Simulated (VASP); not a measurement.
# BaTiO3 in VASP: notebook

BaTiO3 is run at these levels: PBEsol; tasks: single point.

Program: VASP 6.6.1. These are calculated values, not measurements. Logs are shortened: lines on timing, memory, paths and dates and some standing lists are left out, and cuts for length are marked.

## (1) The cell of the first run

The structure is orthorhombic, space group Amm2 (No. 38). Conventional cell: a = 4.104 Å, b = 5.844 Å, c = 5.692 Å, α = 90.00°, β = 90.00°, γ = 90.00°. Within 3.7 Å of Ba (site symmetry mm2) lie 12 O at 2.80 to 2.92 Å and 8 Ti at 3.47 to 3.57 Å. Ti (site symmetry mm2) has 6 O at 1.98 to 2.10 Å within 2.6 Å. O (site symmetry mm2) has 2 Ti at 2.05 Å within 2.7 Å. Within 2.6 Å of O (site symmetry m) lie 2 Ti at 1.98 to 2.10 Å.

## (2) Single point, PBEsol (equal xx and yy strain of +3 %)

File INCAR:

```
SYSTEM = BaTiO3
PREC     = Accurate       ! precision mode
ENCUT    = 520            ! plane-wave cutoff, eV
EDIFF    = 1E-6           ! SCF threshold, eV
ISMEAR   = -1             ! smearing method
SIGMA    = 0.05           ! smearing width, eV
LREAL    = .FALSE.        ! projectors in reciprocal space
LASPH    = .TRUE.         ! aspherical terms in the spheres
NELM     = 80             ! most SCF steps
ALGO     = Normal         ! electronic algorithm
ISIF     = 2              ! what is computed and relaxed
LWAVE    = .FALSE.        ! write WAVECAR
LCHARG   = .FALSE.        ! write CHGCAR
GGA      = PS             ! functional
NBANDS   = 28             ! bands
```

File KPOINTS:

```
Automatic mesh
0
G
  8 8 8
  0 0 0
```

File POSCAR:

```
BaTiO3
1.0
    4.1036230000      0.0000000000      0.0000000000
    0.0000000000      2.9221615000      2.8458000000
    0.0000000000     -2.9221615000      2.8458000000
Ba Ti O
1 1 3
Direct
    0.0000000000      0.0000000000      0.0000000000
    0.5000000000      0.5079000000      0.5079000000
    0.0000000000      0.4921000000      0.4921000000
    0.5000000000      0.5025100000      0.9937100000
    0.5000000000      0.9937100000      0.5025100000
```

Potentials or basis: VASP PAW PBE potentials, release 64 (Ba_sv, Ti_sv, O).

On the command line:

```console
$ cat potpaw_PBE.64/Ba_sv/POTCAR potpaw_PBE.64/Ti_sv/POTCAR potpaw_PBE.64/O/POTCAR > POTCAR
$ mpirun -np 1 vasp_std > vasp.out
```

OUTCAR:

```text
SYSTEM = BaTiO3
   PREC = Accurate
   ENCUT = 520
   EDIFF = 1E-6
   ISMEAR = -1
   LREAL = .FALSE.
   LASPH = .TRUE.
   NELM = 80
   ISIF = 2
   GGA = PS

 ion  position               nearest neighbor table
   1  0.000  0.000  0.000-   3 2.80   4 2.89   5 2.89   4 2.89   5 2.89   3 2.89   4 2.90   5 2.90
                             4 2.90   5 2.90   3 2.92   3 2.92   2 3.47   2 3.47   2 3.54   2 3.54
   2  0.500  0.508  0.508-   4 1.98   5 1.98   3 2.05   3 2.05   5 2.10   4 2.10   1 3.47   1 3.47
                             1 3.54   1 3.54   1 3.57   1 3.57   1 3.57   1 3.57
   3  0.000  0.492  0.492-   2 2.05   2 2.05   1 2.80   1 2.89   1 2.92   1 2.92
   4  0.500  0.503  0.994-   2 1.98   2 2.10   1 2.89   1 2.89   1 2.90   1 2.90
   5  0.500  0.994  0.503-   2 1.98   2 2.10   1 2.89   1 2.89   1 2.90   1 2.90

  LATTYP: Found a base centered orthorhombic cell.
 ALAT       =     5.6916000000
 B/A-ratio  =     1.0268330522
 C/A-ratio  =     0.7209963806

  Lattice vectors:

 A1 = (   0.0000000000,   2.9221615000,   2.8458000000)
 A2 = (   0.0000000000,  -2.9221615000,   2.8458000000)
 A3 = (   4.1036230000,   0.0000000000,   0.0000000000)

Analysis of symmetry for initial positions (statically):
=====================================================================
 Subroutine PRICEL returns:
 Original cell was already a primitive cell.

 Routine SETGRP: Setting up the symmetry group for a
 base centered orthorhombic supercell.

 Subroutine GETGRP returns: Found  4 space group operations
 (whereof  4 operations were pure point group operations)
 out of a pool of  8 trial point group operations.

The static configuration has the point symmetry C_2v.

Analysis of symmetry for dynamics (positions and initial velocities):
=====================================================================
 Subroutine PRICEL returns:
 Original cell was already a primitive cell.

 Routine SETGRP: Setting up the symmetry group for a
 base centered orthorhombic supercell.

 Subroutine GETGRP returns: Found  4 space group operations
 (whereof  4 operations were pure point group operations)
 out of a pool of  8 trial point group operations.

The dynamic configuration has the point symmetry C_2v.

 Subroutine INISYM returns: Found  4 space group operations
 (whereof  4 operations are pure point group operations),
 and found     1 'primitive' translations

----------------------------------------------------------------------------------------

                                     Primitive cell

  volume of cell :      68.2505

  direct lattice vectors                    reciprocal lattice vectors
     4.103623000  0.000000000  0.000000000     0.243687103  0.000000000  0.000000000
     0.000000000  2.922161500  2.845800000     0.000000000  0.171106217  0.175697519
     0.000000000 -2.922161500  2.845800000     0.000000000 -0.171106217  0.175697519

  length of vectors
     4.103623000  4.078922097  4.078922097     0.243687103  0.245248763  0.245248763

  position of ions in fractional coordinates (direct lattice)
     0.000000000  0.000000000  0.000000000
     0.500000000  0.507900000  0.507900000
     0.000000000  0.492100000  0.492100000
     0.500000000  0.502510000  0.993710000
     0.500000000  0.993710000  0.502510000

  ion indices of the primitive-cell ions
   primitive index   ion index
                 1           1
                 2           2
                 3           3
                 4           4
                 5           5

----------------------------------------------------------------------------------------

 KPOINTS: Automatic mesh

Automatic generation of k-mesh.
 Grid dimensions read from file:
 generate k-points for:    8    8    8

 Generating k-lattice:

  Cartesian coordinates                     Fractional coordinates (reciprocal lattice)
     0.030460888  0.000000000  0.000000000     0.125000000  0.000000000  0.000000000
     0.000000000  0.021388277  0.021962190     0.000000000  0.125000000  0.000000000
     0.000000000 -0.021388277  0.021962190     0.000000000  0.000000000  0.125000000

  Length of vectors
     0.030460888  0.030656095  0.030656095

  Shift w.r.t. Gamma in fractional coordinates (k-lattice)
     0.000000000  0.000000000  0.000000000

 Subroutine IBZKPT returns following result:
 ===========================================

 Found    105 irreducible k-points:

 Following reciprocal coordinates:
            Coordinates               Weight
  0.000000  0.000000  0.000000      1.000000
  0.125000  0.000000  0.000000      2.000000
  0.250000  0.000000  0.000000      2.000000
  0.375000  0.000000  0.000000      2.000000
  0.500000  0.000000  0.000000      1.000000
  0.000000  0.125000  0.000000      4.000000
[... 16 lines left out ...]
  0.250000  0.500000  0.000000      4.000000
  0.375000  0.500000  0.000000      4.000000
 [... further k-points ...]
   k-points           NKPTS =    105   k-points in BZ     NKDIM =    105   number of bands    NBANDS=     28
   number of dos      NEDOS =    301   number of ions     NIONS =      5
   total plane-waves  NPLWV =  28800
   dimension x,y,z NGX =    32 NGY =   30 NGZ =   30
   dimension x,y,z NGXF=    64 NGYF=   60 NGZF=   60
   ions per type =               1   1   3
   NGX,Y,Z   is equivalent  to a cutoff of  12.96, 12.23, 12.23 a.u.
   NGXF,Y,Z  is equivalent  to a cutoff of  25.93, 24.45, 24.45 a.u.
 SYSTEM =  BaTiO3
   PREC   = accura    normal or accurate (medium, high low for compatibility)
   ISTART =      0    job   : 0-new  1-cont  2-samecut
   ICHARG =      2    charge: 1-file 2-atom 10-const
   ISPIN  =      1    spin polarized calculation?
   LNONCOLLINEAR =      F non collinear calculations
   LSORBIT =      F    spin-orbit coupling
   LASPH  =      T    aspherical Exc in radial PAW
   ENCUT  =  520.0 eV  38.22 Ry    6.18 a.u.   7.63  7.58  7.58*2*pi/ulx,y,z
   NELM   =     80;   NELMIN=  2; NELMDL= -5     # of ELM steps
   EDIFF  = 0.1E-05   stopping-criterion for ELM
   LREAL  =      F    real-space projection
   EDIFFG = 0.1E-04   stopping-criterion for IOM
   NSW    =      0    number of steps for IOM
   IBRION =     -1    ionic relax: 0-MD 1-quasi-New 2-CG
   NFREE  =      0    steps in history (QN), initial steepest desc. (CG)
   ISIF   =      2    stress and relaxation
   ISYM   =      2    0-nonsym 1-usesym 2-fastsym
   POTIM  = 0.5000    time-step for ionic-motion
   TEBEG  =    0.0;   TEEND  =   0.0 temperature during run
   PSTRESS=    0.0 pullay stress
   NELECT =      40.0000    total number of electrons
   NUPDOWN=      -1.0000    fix difference up-down
   EMIN   =  10.00;   EMAX   =-10.00  energy-range for DOS
   EFERMI =   0.00;   METHOD = LEGACY
   ISMEAR =    -1;   SIGMA  =   0.05  broadening in eV -4-tet -1-fermi 0-gaus
   EFERMI_NEDOS =   21; number of points for ismear=-14 and -15
   IALGO  =     38    algorithm
   IMIX   =      4    mixing-type and parameters
     AMIX     =   0.40;   BMIX     =  1.00
     AMIX_MAG =   1.60;   BMIX_MAG =  1.00
  volume/ion in A,a.u.               =      13.65        92.12
  Fermi-wavevector in a.u.,A,eV,Ry     =   1.370018  2.588958 25.537431  1.876948
  Thomas-Fermi vector in A             =   2.495841
   LORBIT       =      0    0 simple, 1 ext, 2 COOP (PROOUT), +10 PAW based schemes
   GGA     = PS    functional components
   LHFCALC =     F    Hartree Fock is set to
   AEXX    =    0.0000 exact exchange contribution
   IVDW    =     0    specifies the selected vdW correction
   LEPSILON=     F    determine dielectric tensor
   LRPA    =     F    only Hartree local field effects (RPA)
 non-spin polarized calculation
  energy-cutoff  :      520.00
  volume of cell :       68.25
 maximum number of plane-waves:      1850
 NGX is ok and might be reduce to    32
   NGX = 15   NGY = 15   NGZ = 15

 number of electron      40.0000009 magnetization

 Free energy of the ion-electron system (eV)
  ---------------------------------------------------
  ext. energy  EPLUGINS =         0.00000000
  ---------------------------------------------------
  free energy    TOTEN  =       -41.79098245 eV

  energy without entropy =      -41.79098245  energy(sigma->0) =      -41.79098245

 E-fermi :   4.0670     XC(G=0): -11.1887

 val. band max:        3.2335148574   @ k =   0.5000   0.5000   0.5000
 cond. band min:       4.8836315279   @ k =   0.0000   0.0000   0.0000
 fundamental gap:      1.6501166705
 Fermi energy:         4.0670216962

 k-point     1 :       0.0000    0.0000    0.0000
  band No.  band energies     occupation
      1     -53.3685      2.00000
      2     -29.6783      2.00000
      3     -29.6596      2.00000
      4     -29.6551      2.00000
      5     -21.6947      2.00000
      6     -13.4472      2.00000
[... 20 lines left out ...]
     27       8.1007      0.00000
     28       9.7357      0.00000

 k-point     2 :       0.1250    0.0000    0.0000
  band No.  band energies     occupation
      1     -53.3684      2.00000
      2     -29.6781      2.00000
      3     -29.6650      2.00000
      4     -29.6549      2.00000
      5     -21.6825      2.00000
      6     -13.4538      2.00000
[... 20 lines left out ...]
     27       8.3800      0.00000
     28      10.0982      0.00000

 k-point     3 :       0.2500    0.0000    0.0000
  band No.  band energies     occupation
      1     -53.3682      2.00000
      2     -29.6782      2.00000
      3     -29.6774      2.00000
      4     -29.6544      2.00000
      5     -21.6528      2.00000
      6     -13.4982      2.00000
[... 20 lines left out ...]
     27       9.1056      0.00000
     28      11.0944      0.00000

 k-point     4 :       0.3750    0.0000    0.0000
  band No.  band energies     occupation
      1     -53.3680      2.00000
      2     -29.6910      2.00000
      3     -29.6771      2.00000
      4     -29.6539      2.00000
      5     -21.6227      2.00000
      6     -13.5717      2.00000
[... 578 lines left out ...]
     27      10.6571      0.00000
     28      11.3052      0.00000

 k-point    23 :       0.2500    0.5000    0.0000
  band No.  band energies     occupation
      1     -53.3674      2.00000
      2     -29.7084      2.00000
      3     -29.6761      2.00000
      4     -29.6617      2.00000
      5     -21.5781      2.00000
      6     -13.3537      2.00000
[... 20 lines left out ...]
     27      11.3359      0.00000
     28      11.4667      0.00000

 k-point    24 :       0.3750    0.5000    0.0000
  band No.  band energies     occupation
      1     -53.3672      2.00000
      2     -29.7076      2.00000
      3     -29.6888      2.00000
      4     -29.6613      2.00000
      5     -21.5580      2.00000
      6     -13.1702      2.00000
[... 20 lines left out ...]
     27      10.8490      0.00000
     28      12.3583      0.00000

 [... further k-points ...]
[... 5 lines left out ...]
  --------------------------------------------------------------------------------------
  -------------------------------------------------------------------------------------
  Total       -5.0812228     -5.7658046     -3.2785478      0.0000000      0.0000000      0.0000000
  in kB     -119.2814141   -135.3519330    -76.9637220      0.0000000      0.0000000      0.0000000
  external PRESSURE =    -110.5323564 kB  Pullay stress =       0.0000000 kB

 VOLUME and BASIS-vectors are now :
 -----------------------------------------------------------------------------
  energy-cutoff  :      520.00
  volume of cell :       68.25
      direct lattice vectors                 reciprocal lattice vectors
     4.103623000  0.000000000  0.000000000     0.243687103  0.000000000  0.000000000
     0.000000000  2.922161500  2.845800000     0.000000000  0.171106217  0.175697519
     0.000000000 -2.922161500  2.845800000     0.000000000 -0.171106217  0.175697519

 POSITION                                       TOTAL-FORCE (eV/Angst)
 -----------------------------------------------------------------------------------
      0.00000      0.00000      0.00000         0.000000      0.000000      0.068590
      2.05181      0.00000      2.89076         0.000000      0.000000      0.337981
      0.00000      0.00000      2.80084         0.000000      0.000000      0.141163
      2.05181     -1.43537      4.25794         0.000000      0.160198     -0.273867
      2.05181      1.43537      4.25794         0.000000     -0.160198     -0.273867
 -----------------------------------------------------------------------------------
    total drift:                                0.000000     -0.000001     -0.000007

  FREE ENERGIE OF THE ION-ELECTRON SYSTEM (eV)
  ---------------------------------------------------
  free  energy   TOTEN  =       -41.7909824507 eV

  energy  without entropy=      -41.7909824452  energy(sigma->0) =      -41.79098245
```

Run time: 2.5 min. Hardware: 1 thread of Intel Xeon Platinum 8375C at 2.90GHz (Ice Lake), shared host; peak memory 0.32 GiB.

What came out:

| Quantity | Value |
| --- | --- |
| Free energy | -41.7910 eV |
| Pressure | -11.1 GPa |
| Largest force | 0.338 eV/Å |
| Band gap on the k mesh | 1.65 eV, indirect (least direct gap 1.83 eV) |

Forces in eV/Å, atoms in the order of the input:
```
Ba   0.000  0.000  0.069
Ti   0.000  0.000  0.338
O    0.000  0.000  0.141
O    0.000  0.160 -0.274
O    0.000 -0.160 -0.274
```

Levels at points of the mesh, in eV from the valence-band top:
| k point | band 17 | band 18 | band 19 | band 20 | band 21 | band 22 | band 23 | band 24 |
| --- | --- | --- | --- | --- | --- | --- | --- | --- |
| (0.00, 0.00, 0.00) | -1.01 | -0.30 | -0.30 | -0.18 | 1.65 | 1.66 | 1.66 | 3.55 |
| (0.50, 0.00, 0.00) | -1.74 | -1.63 | -0.88 | -0.66 | 1.79 | 3.12 | 3.19 | 3.60 |
| (0.00, 0.50, 0.00) | -1.83 | -1.70 | -0.77 | -0.75 | 1.79 | 3.23 | 3.23 | 3.57 |
| (0.50, 0.50, 0.00) | -1.77 | -0.95 | -0.94 | -0.10 | 3.17 | 3.23 | 3.58 | 4.31 |
| (0.00, 0.50, 0.50) | -1.74 | -0.91 | -0.84 | -0.09 | 3.22 | 3.26 | 3.62 | 4.28 |
| (0.50, 0.50, 0.50) | -2.34 | -0.04 | -0.01 | 0.00 | 3.76 | 3.83 | 3.83 | 6.18 |

Caveat: the cell differs from its parent crystal (equal xx and yy strain of +3 %); the PAW data sets were made with another functional, which shifts forces and pressure a little; spin-orbit coupling is left out, which moves the levels of the heavy elements. A k mesh can miss the band edges.

## (3) Single point, PBEsol (equal xy, yz and zx shear strains of +2 %)

File INCAR:

```
SYSTEM = BaTiO3
  PREC = Accurate
  ENCUT = 520
  EDIFF = 1E-7
  ISMEAR = -1
  SIGMA = 0.05
  LREAL = .False.
  LASPH = .True.
  NELM = 60
  ALGO = Normal
  ISIF = 2
  LWAVE = .False.
  LCHARG = .False.
  GGA = PS
  NBANDS = 28
```

File KPOINTS:

```
Automatic mesh
0
Gamma
  8 8 8
  0 0 0
```

Edit POSCAR of step 2 so:

```diff
@@ -2,5 +2,5 @@
 1.0
-    4.1036230000      0.0000000000      0.0000000000
-    0.0000000000      2.9221615000      2.8458000000
-    0.0000000000     -2.9221615000      2.8458000000
+    3.9841000000      0.0398410000      0.0398410000
+    0.0568285000      2.8655080000      2.8741705000
+    0.0000875000     -2.8085920000      2.8174295000
 Ba Ti O
```

Potentials or basis: VASP PAW PBE potentials, release 64 (Ba_sv, Ti_sv, O).

On the command line:

```console
$ cat potpaw_PBE.64/Ba_sv/POTCAR potpaw_PBE.64/Ti_sv/POTCAR potpaw_PBE.64/O/POTCAR > POTCAR
$ mpirun -np 1 vasp_std > vasp.out
```

It took 6.8 min on 1 thread of Intel Xeon 6975P-C, shared host; peak memory 0.53 GiB.

It converged, with:

```
Free energy            : -41.9505 eV
Pressure               : -2.4 GPa
Largest force          : 0.238 eV/Å
Band gap on the k mesh : 1.69 eV, indirect (least direct gap 1.85 eV)
```

Forces in eV/Å, atoms in the order of the input:
```
Ba  -0.015  0.002  0.088
Ti   0.030  0.073  0.200
O    0.003  0.005  0.100
O   -0.005 -0.019 -0.158
O   -0.014 -0.060 -0.230
```

Stress tensor (GPa, compression positive):
```
-1.73 -2.42 -2.42
-2.42 -2.33 -1.84
-2.42 -1.84 -3.04
```

Levels at points of the mesh, in eV from the valence-band top:
```csv
k point,band 17,band 18,band 19,band 20,band 21,band 22,band 23,band 24
"(0.00, 0.00, 0.00)",-1.11,-0.33,-0.21,-0.17,1.69,1.74,1.84,3.88
"(0.50, 0.00, 0.00)",-1.90,-1.86,-0.83,-0.78,1.90,3.49,3.52,3.92
"(0.00, 0.50, 0.00)",-1.76,-1.70,-0.79,-0.76,1.93,3.38,3.38,4.03
"(0.50, 0.50, 0.00)",-1.78,-1.04,-0.94,-0.14,3.38,3.53,3.84,4.82
"(0.00, 0.00, 0.50)",-1.98,-1.84,-0.92,-0.66,1.91,3.52,3.57,3.91
"(0.50, 0.00, 0.50)",-1.77,-0.82,-0.82,-0.09,3.51,3.55,3.95,4.62
"(0.00, 0.50, 0.50)",-1.75,-0.96,-0.94,-0.16,3.38,3.56,3.87,4.82
"(0.50, 0.50, 0.50)",-2.38,-0.07,-0.04,0.00,4.10,4.12,4.21,6.47
```

Caveat: the cell differs from its parent crystal (equal xy, yz and zx shear strains of +2 %); the PAW data sets were made with another functional, which shifts forces and pressure a little; spin-orbit coupling is left out, which moves the levels of the heavy elements. A k mesh can miss the band edges.
